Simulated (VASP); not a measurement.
Write the native input for VASP 6.6.1 that does the following.

| Quantity | Value |
| --- | --- |
| Task | single point |
| Functional | PBE |
| Potentials or basis | VASP PAW PBE potentials, release 64 (Sr_sv, Al, O) |
| Cutoff | 520 eV |
| k mesh | 12 × 12 × 14 |
| Occupations | gaussian, width 0.1 eV |
| Spin | no spin polarisation |
| Dipole correction | no |
| Further INCAR settings | ALGO = Normal; EDIFF = 1e-06; NBANDS = 16 |

The structure of SrAlO lies in POSCAR:

```
SrAlO
1.0
    3.6523655243      0.0000000025      0.0000000000
   -1.8261827643      3.1630413267      0.0000000000
    0.0000000000      0.0000000000      5.2505893300
Sr Al O
1 1 1
Direct
    0.6666666667      0.3333333333      0.0000000000
    0.3333333333      0.6666666667      0.5000000000
    0.0000000000      0.0000000000      0.5000000000
```

These files were run (other wordings do the same):

INCAR

```
  PREC = Accurate
  ENCUT = 520
  EDIFF = 1E-6
  ISMEAR = 0
  SIGMA = 0.1
  LREAL = False
  LASPH = True
  NELM = 60
  ALGO = Normal
  ISIF = 2
  LWAVE = False
  LCHARG = False
  GGA = PE
  NBANDS = 16
```

KPOINTS

```
regular mesh
0
Gamma
  12 12 14
```

Potentials or basis: VASP PAW PBE potentials, release 64 (Sr_sv, Al, O).

Launch:

```sh
$ cat potpaw_PBE.64/Sr_sv/POTCAR potpaw_PBE.64/Al/POTCAR potpaw_PBE.64/O/POTCAR > POTCAR
$ mpirun -np 1 vasp_std > vasp.out
```

Results of the run:

```yaml
Pressure: 0.0 GPa
```

Caveat: an odd number of electrons without spin polarisation forces a metal; a magnetic or distorted state may lie lower.

Wall time 73 s on 1 thread of Intel(R) Xeon(R) Platinum 8488C (Sapphire Rapids) (shared host), peak memory 0.3 GiB.
